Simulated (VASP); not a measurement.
A run of VASP 6.6.1 is set up as follows.

Contents of INCAR:

```
PREC = Accurate
ENCUT = 520
EDIFF = 1E-6
ISMEAR = 0
SIGMA = 0.1
LREAL = False
LASPH = True
NELM = 60
ALGO = Fast
ISIF = 2
LWAVE = False
LCHARG = False
GGA = PE
NBANDS = 47
```

The input KPOINTS:

```
Automatic mesh
0
Gamma
  6 6 4
```

File POSCAR:

```
TeMo5
1.0
    5.1341074860      0.0000000000      0.0000000000
   -2.5670537430      4.4462675087      0.0000000000
    0.0000000000      0.0000000000      4.7765894477
Te Mo
1 5
Direct
    0.0000000000      0.0000000000      0.0000000000
    0.5000000000      0.0000000000      0.5000000000
    0.5000000000      0.5000000000      0.5000000000
    0.0000000000      0.5000000000      0.5000000000
    0.3333333333      0.6666666667      0.0000000000
    0.6666666667      0.3333333333      0.0000000000
```

Potentials or basis: VASP PAW PBE potentials, release 64 (Te, Mo_sv).

The run is started by

```sh
$ cat potpaw_PBE.64/Te/POTCAR potpaw_PBE.64/Mo_sv/POTCAR > POTCAR
$ mpirun -np 1 vasp_std > vasp.out
```

(1) Predict the pressure.

(2) What does it give for the band gap on the k mesh?

## Answers

(1) 0.4 GPa.

(2) zero (band 38 reaches 12.09 eV, above the bottom of band 39 at 10.62 eV).

Caveat: spin-orbit coupling is left out, which moves the levels of the heavy elements.
